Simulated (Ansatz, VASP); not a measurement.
# One calculation of Pb, two programs

File POSCAR:

```
Pb
1.0
    3.6192007182      0.0000000000      0.0000000000
   -1.8096003591      3.1343197634      0.0000000000
    0.0000000000      0.0000000000      5.8136000000
Pb
2
Direct
    0.3333333333      0.6666666667      0.2500000000
    0.6666666667      0.3333333333      0.7500000000
```

Contents of INCAR.step1:

```
SYSTEM = Pb
PREC     = Accurate       ! precision mode
ENCUT    = 520            ! plane-wave cutoff, eV
ISMEAR   = 0              ! smearing method
SIGMA    = 0.15           ! smearing width, eV
LREAL    = .False.        ! projectors in reciprocal space
LASPH    = .True.         ! aspherical terms in the spheres
NELM     = 100            ! most SCF steps
NBANDS   = 21             ! bands
GGA      = PE             ! functional
ALGO     = Normal         ! electronic algorithm
EDIFF    = 1E-4           ! SCF threshold, eV
LWAVE    = .True.         ! write WAVECAR
LCHARG   = .False.        ! write CHGCAR
```

File INCAR.step2:

```
SYSTEM = Pb
PREC     = Accurate       ! precision mode
ENCUT    = 520            ! plane-wave cutoff, eV
EDIFF    = 1E-6           ! SCF threshold, eV
ISMEAR   = 0              ! smearing method
SIGMA    = 0.15           ! smearing width, eV
LREAL    = .False.        ! projectors in reciprocal space
LASPH    = .True.         ! aspherical terms in the spheres
NELM     = 100            ! most SCF steps
ALGO     = Normal         ! electronic algorithm
ISIF     = 2              ! what is computed and relaxed
LWAVE    = .False.        ! write WAVECAR
LCHARG   = .True.         ! write CHGCAR
METAGGA  = R2SCAN         ! meta-GGA
LMIXTAU  = .True.       
LELF     = .True.         ! ELF
LVHAR    = .True.       
NBANDS   = 21             ! bands
ISTART   = 1
```

The input KPOINTS:

```
regular mesh
0
Gamma
  18 18 10
  0 0 0
```

Input for Ansatz:

```yaml
crystal:
  lattice:
    - [3.6192007182, 0.0, 0.0]
    - [-1.8096003591, 3.1343197634, 0.0]
    - [0.0, 0.0, 5.8136]
  atoms:
    - { symbol: Pb, position: [0.3333333333, 0.6666666667, 0.25] }
    - { symbol: Pb, position: [0.6666666667, 0.3333333333, 0.75] }
basis:
  ecutwfc: 500
kpoints:
  mp_grid: { grid: [18, 18, 10] }
hamiltonian:
  xc: r2scan
scf:
  occupations: { method: gaussian, width: 0.15 }
output:
  forces: true
  stress: true
  eigenvalues: true
```

Change from the starting cell: strain +0.040 along x and y, +0.040 along z, atoms carried along.

Alike in both runs: task single point; functional r2SCAN; k mesh 18 × 18 × 10; occupations gaussian, width 0.15 eV; no spin polarisation.

```csv
,VASP,Ansatz
version,VASP 6.6.1,Ansatz 0.2.0
potentials or method,"VASP PAW PBE potentials, release 64 (Pb_d), cutoff 520 eV","scalar-relativistic, plane waves, PAW"
valence electrons in the cell,28,28
```

|  | VASP | Ansatz | Ansatz less VASP |
| --- | --- | --- | --- |
| gap on the k mesh at the Fermi level (eV) | none | none | - |
| pressure (GPa) | -2.3 | -2.3 | +0.01 |
| traceless stress, the component that is largest in VASP (GPa) | 0.84 | 0.84 | +0.002 |

VASP's potentials were made for PBE, not for r2SCAN. A gap of «none» marks a metal or a gap that the smearing closes. With one functional, cell and mesh, what is left measures potentials, basis and numerics.

Neither program's run includes spin-orbit coupling.
